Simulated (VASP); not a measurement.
# AlNi2 (P-3m1) in VASP: further runs

Runs on AlNi2. Level: PBEsol. Tasks: single point.

Everything below comes from runs of VASP 6.6.1. Logs are shortened: lines on timing, memory, paths and dates and some standing lists are left out, and cuts for length are marked.

## Step 1: The cell of the first run

It takes space group P-3m1 (No. 164, trigonal). The conventional cell has a = 3.975 Å, b = 3.975 Å, c = 4.906 Å, α = 90.00°, β = 90.00°, γ = 120.00°. Within 3.1 Å of Al (site symmetry 3m) lie 11 Ni at 2.37 to 2.75 Å and 3 Al at 2.97 Å. Within 3.1 Å of Ni (site symmetry 3m) lie 5 Al at 2.37 to 2.48 Å and 9 Ni at 2.47 to 2.94 Å. Within 3.2 Å of Ni (site symmetry -3m) lie 8 Ni at 2.45 to 2.47 Å and 6 Al at 2.75 Å. Ni (site symmetry -3m) has 8 Ni at 2.45 to 2.76 Å and 6 Al at 2.48 Å within 3.2 Å.

## Step 2: Single point, PBEsol

INCAR reads:

```
SYSTEM = AlNi2
ALGO = Fast
EDIFF = 1E-6
ENCUT = 520
GGA = PS
ISIF = 2
ISMEAR = 0
LASPH = .TRUE.
LCHARG = .FALSE.
LREAL = .FALSE.
LWAVE = .FALSE.
NBANDS = 32
NELM = 80
PREC = Accurate
SIGMA = 0.1
```

KPOINTS reads:

```
k-points
0
G
  12 12 8
  0 0 0
```

POSCAR reads:

```
AlNi2
1.0
    3.9748989536      0.0000000000      0.0000000000
   -1.9874494768      3.4423634713      0.0000000000
    0.0000000000      0.0000000000      4.9060444288
Al Ni
2 4
Direct
    0.3333333333      0.6666666667      0.1925788628
    0.6666666667      0.3333333333      0.8074211372
    0.3333333333      0.6666666667      0.6875372664
    0.6666666667      0.3333333333      0.3124627336
    0.0000000000      0.0000000000      0.5000000000
    0.0000000000      0.0000000000      0.0000000000
```

Potentials or basis: VASP PAW PBE potentials, release 64 (Al, Ni).

Started as:

```bash
cat potpaw_PBE.64/Al/POTCAR potpaw_PBE.64/Ni/POTCAR > POTCAR
mpirun -np 1 vasp_std > vasp.out
```

OUTCAR:

```text
SYSTEM = AlNi2
   EDIFF = 1E-6
   ENCUT = 520
   GGA = PS
   ISIF = 2
   ISMEAR = 0
   LASPH = .TRUE.
   LREAL = .FALSE.
   NELM = 80
   PREC = Accurate

 ion  position               nearest neighbor table
   1  0.333  0.667  0.193-   4 2.37   4 2.37   4 2.37   3 2.43   3 2.48   6 2.48   6 2.48   6 2.48
                             5 2.75   5 2.75   5 2.75   2 2.97   2 2.97   2 2.97
   2  0.667  0.333  0.807-   3 2.37   3 2.37   3 2.37   4 2.43   4 2.48   6 2.48   6 2.48   6 2.48
                             5 2.75   5 2.75   5 2.75   1 2.97   1 2.97   1 2.97
   3  0.333  0.667  0.688-   2 2.37   2 2.37   2 2.37   1 2.43   5 2.47   5 2.47   5 2.47   1 2.48
                             6 2.76   6 2.76   6 2.76   4 2.94   4 2.94   4 2.94
   4  0.667  0.333  0.312-   1 2.37   1 2.37   1 2.37   2 2.43   5 2.47   5 2.47   5 2.47   2 2.48
                             6 2.76   6 2.76   6 2.76   3 2.94   3 2.94   3 2.94
   5  0.000  0.000  0.500-   6 2.45   6 2.45   3 2.47   4 2.47   4 2.47   3 2.47   4 2.47   3 2.47
                             1 2.75   2 2.75   1 2.75   2 2.75   2 2.75   1 2.75
   6  0.000  0.000  0.000-   5 2.45   5 2.45   1 2.48   2 2.48   2 2.48   1 2.48   2 2.48   1 2.48
                             3 2.76   4 2.76   4 2.76   3 2.76   3 2.76   4 2.76

  LATTYP: Found a hexagonal cell.
 ALAT       =     3.9748989536
 C/A-ratio  =     1.2342563889

  Lattice vectors:

 A1 = (   3.9748989536,   0.0000000000,   0.0000000000)
 A2 = (  -1.9874494768,   3.4423634713,   0.0000000000)
 A3 = (   0.0000000000,   0.0000000000,   4.9060444288)

Analysis of symmetry for initial positions (statically):
=====================================================================
 Subroutine PRICEL returns:
 Original cell was already a primitive cell.

 Routine SETGRP: Setting up the symmetry group for a
 hexagonal supercell.

 Subroutine GETGRP returns: Found 12 space group operations
 (whereof 12 operations were pure point group operations)
 out of a pool of 24 trial point group operations.

The static configuration has the point symmetry D_3d.

Analysis of symmetry for dynamics (positions and initial velocities):
=====================================================================
 Subroutine PRICEL returns:
 Original cell was already a primitive cell.

 Routine SETGRP: Setting up the symmetry group for a
 hexagonal supercell.

 Subroutine GETGRP returns: Found 12 space group operations
 (whereof 12 operations were pure point group operations)
 out of a pool of 24 trial point group operations.

The dynamic configuration has the point symmetry D_3d.

 Subroutine INISYM returns: Found 12 space group operations
 (whereof 12 operations are pure point group operations),
 and found     1 'primitive' translations

----------------------------------------------------------------------------------------

                                     Primitive cell

  volume of cell :      67.1296

  direct lattice vectors                    reciprocal lattice vectors
     3.974898954  0.000000000  0.000000000     0.251578722  0.145249043  0.000000000
    -1.987449477  3.442363471  0.000000000     0.000000000  0.290498086  0.000000000
     0.000000000  0.000000000  4.906044429     0.000000000  0.000000000  0.203830197

  length of vectors
     3.974898954  3.974898954  4.906044429     0.290498086  0.290498086  0.203830197

  position of ions in fractional coordinates (direct lattice)
     0.333333333  0.666666667  0.192578863
     0.666666667  0.333333333  0.807421137
     0.333333333  0.666666667  0.687537266
     0.666666667  0.333333333  0.312462734
     0.000000000  0.000000000  0.500000000
     0.000000000  0.000000000  0.000000000

  ion indices of the primitive-cell ions
   primitive index   ion index
                 1           1
                 2           2
                 3           3
                 4           4
                 5           5
                 6           6

----------------------------------------------------------------------------------------

 KPOINTS: k-points

Automatic generation of k-mesh.
 Grid dimensions read from file:
 generate k-points for:   12   12    8

 Generating k-lattice:

  Cartesian coordinates                     Fractional coordinates (reciprocal lattice)
     0.020964894  0.012104087  0.000000000     0.083333333  0.000000000  0.000000000
     0.000000000  0.024208174  0.000000000     0.000000000  0.083333333  0.000000000
     0.000000000  0.000000000  0.025478775     0.000000000  0.000000000  0.125000000

  Length of vectors
     0.024208174  0.024208174  0.025478775

  Shift w.r.t. Gamma in fractional coordinates (k-lattice)
     0.000000000  0.000000000  0.000000000

 Subroutine IBZKPT returns following result:
 ===========================================

 Found    131 irreducible k-points:

 Following reciprocal coordinates:
            Coordinates               Weight
  0.000000  0.000000  0.000000      1.000000
  0.083333  0.000000  0.000000      6.000000
  0.166667  0.000000  0.000000      6.000000
  0.250000  0.000000  0.000000      6.000000
  0.333333  0.000000  0.000000      6.000000
  0.416667  0.000000  0.000000      6.000000
[... 16 lines left out ...]
  0.166667  0.000000  0.125000      6.000000
  0.000000  0.166667  0.125000      6.000000
 [... further k-points ...]
   k-points           NKPTS =    131   k-points in BZ     NKDIM =    131   number of bands    NBANDS=     32
   number of dos      NEDOS =    301   number of ions     NIONS =      6
   total plane-waves  NPLWV =  32400
   dimension x,y,z NGX =    30 NGY =   30 NGZ =   36
   dimension x,y,z NGXF=    60 NGYF=   60 NGZF=   72
   ions per type =               2   4
   NGX,Y,Z   is equivalent  to a cutoff of  12.55, 12.55, 12.20 a.u.
   NGXF,Y,Z  is equivalent  to a cutoff of  25.09, 25.09, 24.40 a.u.
 SYSTEM =  AlNi2
   PREC   = accura    normal or accurate (medium, high low for compatibility)
   ISTART =      0    job   : 0-new  1-cont  2-samecut
   ICHARG =      2    charge: 1-file 2-atom 10-const
   ISPIN  =      1    spin polarized calculation?
   LNONCOLLINEAR =      F non collinear calculations
   LSORBIT =      F    spin-orbit coupling
   LASPH  =      T    aspherical Exc in radial PAW
   ENCUT  =  520.0 eV  38.22 Ry    6.18 a.u.   7.39  7.39  9.12*2*pi/ulx,y,z
   NELM   =     80;   NELMIN=  2; NELMDL= -5     # of ELM steps
   EDIFF  = 0.1E-05   stopping-criterion for ELM
   LREAL  =      F    real-space projection
[... 7 lines left out ...]
   TEBEG  =    0.0;   TEEND  =   0.0 temperature during run
   PSTRESS=    0.0 pullay stress
   NELECT =      46.0000    total number of electrons
   NUPDOWN=      -1.0000    fix difference up-down
   EMIN   =  10.00;   EMAX   =-10.00  energy-range for DOS
   EFERMI =   0.00;   METHOD = LEGACY
   ISMEAR =     0;   SIGMA  =   0.10  broadening in eV -4-tet -1-fermi 0-gaus
   EFERMI_NEDOS =   21; number of points for ismear=-14 and -15
   IALGO  =     68    algorithm
   IMIX   =      4    mixing-type and parameters
     AMIX     =   0.40;   BMIX     =  1.00
     AMIX_MAG =   1.60;   BMIX_MAG =  1.00
  volume/ion in A,a.u.               =      11.19        75.50
  Fermi-wavevector in a.u.,A,eV,Ry     =   1.443298  2.727438 28.342420  2.083109
  Thomas-Fermi vector in A             =   2.561721
   LORBIT       =      0    0 simple, 1 ext, 2 COOP (PROOUT), +10 PAW based schemes
   GGA     = PS    functional components
   LHFCALC =     F    Hartree Fock is set to
   AEXX    =    0.0000 exact exchange contribution
   IVDW    =     0    specifies the selected vdW correction
   LEPSILON=     F    determine dielectric tensor
   LRPA    =     F    only Hartree local field effects (RPA)
 non-spin polarized calculation
 RMM-DIIS sequential band-by-band and
 Gauss-broadening in eV      SIGMA  =   0.10
  energy-cutoff  :      520.00
  volume of cell :       67.13
 maximum number of plane-waves:      1827
 NGX is ok and might be reduce to    30
   NGX = 15   NGY = 15   NGZ = 19

 number of electron      46.0000018 magnetization

 Free energy of the ion-electron system (eV)
  ---------------------------------------------------
  ext. energy  EPLUGINS =         0.00000000
  ---------------------------------------------------
  free energy    TOTEN  =       -35.82525591 eV

  energy without entropy =      -35.81162500  energy(sigma->0) =      -35.81844046

 E-fermi :   9.9419     XC(G=0): -12.7433

 val. band max:        9.9326465188   @ k =  -0.1667   0.5000   0.1250
 cond. band min:       9.9432345211   @ k =   0.2500   0.1667   0.2500
 fundamental gap:      0.0105880024
 Fermi energy:         9.9418707501

 k-point     1 :       0.0000    0.0000    0.0000
  band No.  band energies     occupation
      1      -0.6629      2.00000
      2       4.6509      2.00000
      3       4.8351      2.00000
      4       6.1156      2.00000
      5       6.1156      2.00000
      6       6.6038      2.00000
[... 24 lines left out ...]
     31      16.7394      0.00000
     32      16.8355      0.00000

 k-point     2 :       0.0833    0.0000    0.0000
  band No.  band energies     occupation
      1      -0.5724      2.00000
      2       4.6546      2.00000
      3       4.8939      2.00000
      4       6.1272      2.00000
      5       6.1526      2.00000
      6       6.5707      2.00000
[... 24 lines left out ...]
     31      16.6895      0.00000
     32      17.3135      0.00000

 k-point     3 :       0.1667    0.0000    0.0000
  band No.  band energies     occupation
      1      -0.3026      2.00000
      2       4.6493      2.00000
      3       5.0628      2.00000
      4       6.0526      2.00000
      5       6.2586      2.00000
      6       6.3450      2.00000
[... 24 lines left out ...]
     31      16.7845      0.00000
     32      17.4448      0.00000

 k-point     4 :       0.2500    0.0000    0.0000
  band No.  band energies     occupation
      1       0.1403      2.00000
      2       4.5588      2.00000
      3       5.3074      2.00000
      4       5.6074      2.00000
      5       6.1938      2.00000
      6       6.4162      2.00000
[... 24 lines left out ...]
     31      17.2257      0.00000
     32      17.2814      0.00000

 k-point     5 :       0.3333    0.0000    0.0000
  band No.  band energies     occupation
      1       0.7449      2.00000
      2       4.1379      2.00000
      3       5.1091      2.00000
      4       5.6605      2.00000
      5       6.1241      2.00000
      6       6.5894      2.00000
[... 584 lines left out ...]
     31      16.7576      0.00000
     32      17.4781      0.00000

 k-point    22 :       0.0000    0.0833    0.1250
  band No.  band energies     occupation
      1      -0.4743      2.00000
      2       3.8357      2.00000
      3       5.4557      2.00000
      4       6.1511      2.00000
      5       6.1808      2.00000
      6       6.5409      2.00000
[... 24 lines left out ...]
     31      16.6882      0.00000
     32      17.2463      0.00000

 k-point    23 :       0.1667    0.0000    0.1250
  band No.  band energies     occupation
      1      -0.2055      2.00000
      2       3.9880      2.00000
      3       5.3940      2.00000
      4       6.2289      2.00000
      5       6.2351      2.00000
      6       6.2675      2.00000
[... 24 lines left out ...]
     31      16.9845      0.00000
     32      17.6794      0.00000

 k-point    24 :       0.0000    0.1667    0.1250
  band No.  band energies     occupation
      1      -0.2057      2.00000
      2       4.0045      2.00000
      3       5.3298      2.00000
      4       6.1436      2.00000
      5       6.3036      2.00000
      6       6.4992      2.00000
[... 24 lines left out ...]
     31      16.6789      0.00000
     32      17.0561      0.00000

 [... further k-points ...]

------------------------ aborting loop because EDIFF is reached ----------------------------------------

  FORCE on cell =-STRESS in cart. coord.  units (eV):
  Direction    XX          YY          ZZ          XY          YZ          ZX
  --------------------------------------------------------------------------------------
  -------------------------------------------------------------------------------------
  Total        0.0624021      0.0624021      0.0547351      0.0000000      0.0000000      0.0000000
  in kB        1.4893466      1.4893466      1.3063568      0.0000000      0.0000000      0.0000000
  external PRESSURE =       1.4283500 kB  Pullay stress =       0.0000000 kB

 VOLUME and BASIS-vectors are now :
 -----------------------------------------------------------------------------
  energy-cutoff  :      520.00
  volume of cell :       67.13
      direct lattice vectors                 reciprocal lattice vectors
     3.974898954  0.000000000  0.000000000     0.251578722  0.145249043  0.000000000
    -1.987449477  3.442363471  0.000000000     0.000000000  0.290498086  0.000000000
     0.000000000  0.000000000  4.906044429     0.000000000  0.000000000  0.203830197

 POSITION                                       TOTAL-FORCE (eV/Angst)
 -----------------------------------------------------------------------------------
     -0.00000      2.29491      0.94480        -0.000000     -0.000000      0.004323
      1.98745      1.14745      3.96124         0.000000      0.000000     -0.004323
     -0.00000      2.29491      3.37309        -0.000000      0.000000     -0.010233
      1.98745      1.14745      1.53296         0.000000     -0.000000      0.010233
      0.00000      0.00000      2.45302        -0.000000      0.000000      0.000000
      0.00000      0.00000      0.00000        -0.000000      0.000000      0.000000
 -----------------------------------------------------------------------------------
    total drift:                               -0.000000      0.000000      0.000000

  FREE ENERGIE OF THE ION-ELECTRON SYSTEM (eV)
  ---------------------------------------------------
  free  energy   TOTEN  =       -35.8252559076 eV

  energy  without entropy=      -35.8116250035  energy(sigma->0) =      -35.81844046
```

It took 5.6 min on 1 thread of Intel Xeon 6975P-C (Granite Rapids), shared host; peak memory 0.33 GiB.

Results:

| Property | Result |
| --- | --- |
| Free energy | -35.8253 eV |
| Pressure | 0.1 GPa |
| Largest force | 0.010 eV/Å |
| Band gap on the k mesh | zero (band 23 reaches 13.85 eV, above the bottom of band 24 at 9.59 eV) |

Forces in eV/Å, atoms in the order of the input:
```
Al   0.000  0.000  0.004
Al   0.000  0.000 -0.004
Ni   0.000  0.000 -0.010
Ni   0.000  0.000  0.010
Ni   0.000  0.000  0.000
Ni   0.000  0.000  0.000
```

Caveat: the PAW data sets were made with another functional, which shifts forces and pressure a little. Spin polarisation is off, so any magnetic state and its effect on volume and gap are missing.

## Step 3: Single point, PBEsol, collinear spin, ferromagnetic start

INCAR reads:

```
PREC = Accurate ; ENCUT = 520
EDIFF = 1E-6 ; ISMEAR = 0
SIGMA = 0.1 ; LREAL = False
LASPH = True ; NELM = 150
ALGO = Normal ; ISIF = 2
LWAVE = False ; LCHARG = False
ISPIN = 2 ; MAGMOM = 0 0 2 2 2 2
LORBIT = 11 ; LMAXMIX = 4
GGA = PS ; NBANDS = 36
```

KPOINTS reads:

```
regular mesh
0
Gamma
  6 6 4
```

POSCAR reads:

```
AlNi2
1.0
    3.9740030242      0.0000000000      0.0000000000
   -1.9870015121      3.4415875737      0.0000000000
    0.0000000000      0.0000000000      4.9042588200
Al Ni
2 4
Direct
    0.3333333300      0.6666666700      0.1898740600
    0.6666666700      0.3333333300      0.8101259400
    0.3333333300      0.6666666700      0.6851100400
    0.6666666700      0.3333333300      0.3148899600
    0.0000000000      0.0000000000      0.5000000000
    0.0000000000      0.0000000000      0.0000000000
```

Potentials or basis: VASP PAW PBE potentials, release 64 (Al, Ni).

Started as:

```bash
cat potpaw_PBE.64/Al/POTCAR potpaw_PBE.64/Ni/POTCAR > POTCAR
mpirun -np 1 vasp_std > vasp.out
```

Wall time 2.5 min (1 thread of Intel Xeon 6975P-C (Granite Rapids), shared host); peak memory 0.24 GiB.

It converged, with:

```
Free energy                                           : -35.8120 eV
Pressure                                              : 0.3 GPa
Largest force                                         : 0.061 eV/Å
Band gap on the k mesh                                : zero (filled and empty bands overlap)
Net moment                                            : 0.00 μB per cell
Valence electrons inside the program's atomic spheres : Al 0.82; Ni 9.51, 9.39, 9.47
```

Forces on the atoms (eV/Å):
```
Al   0.000  0.000  0.061
Al   0.000  0.000 -0.061
Ni   0.000  0.000 -0.010
Ni   0.000  0.000  0.010
Ni   0.000  0.000  0.000
Ni   0.000  0.000  0.000
```

Stress tensor (GPa, compression positive):
```
0.14 0.00 0.00
0.00 0.14 0.00
0.00 0.00 0.48
```

Levels at points of the mesh, in eV from the Fermi level:
Spin up:
```csv
k point,band 19,band 20,band 21,band 22,band 23,band 24,band 25,band 26,band 27,band 28
"(0.00, 0.00, 0.00)",-0.63,-0.63,-0.52,-0.52,0.73,3.16,3.16,3.87,3.87,4.90
"(0.50, 0.00, 0.00)",-0.96,-0.77,-0.71,-0.61,-0.53,-0.29,1.00,1.80,3.43,3.87
"(0.00, 0.00, 0.50)",-0.71,-0.71,-0.66,-0.66,3.89,4.02,4.02,4.27,4.27,5.18
"(0.50, 0.00, 0.50)",-1.18,-0.94,-0.77,-0.62,-0.35,-0.24,1.73,1.83,3.38,4.85
```
Spin down:
```
           k point  band 19  band 20  band 21  band 22  band 23  band 24  band 25  band 26  band 27  band 28
(0.00, 0.00, 0.00)    -0.63    -0.63    -0.52    -0.52     0.73     3.16     3.16     3.87     3.87     4.90
(0.50, 0.00, 0.00)    -0.96    -0.77    -0.71    -0.61    -0.53    -0.29     1.00     1.80     3.43     3.87
(0.00, 0.00, 0.50)    -0.71    -0.71    -0.66    -0.66     3.89     4.02     4.02     4.27     4.27     5.18
(0.50, 0.00, 0.50)    -1.18    -0.94    -0.77    -0.62    -0.35    -0.24     1.73     1.83     3.38     4.85
```

Caveat: the starting moments collapsed, and a magnetic state may lie lower; the PAW data sets were made with another functional, which shifts forces and pressure a little.

[end of part 1 of 2]
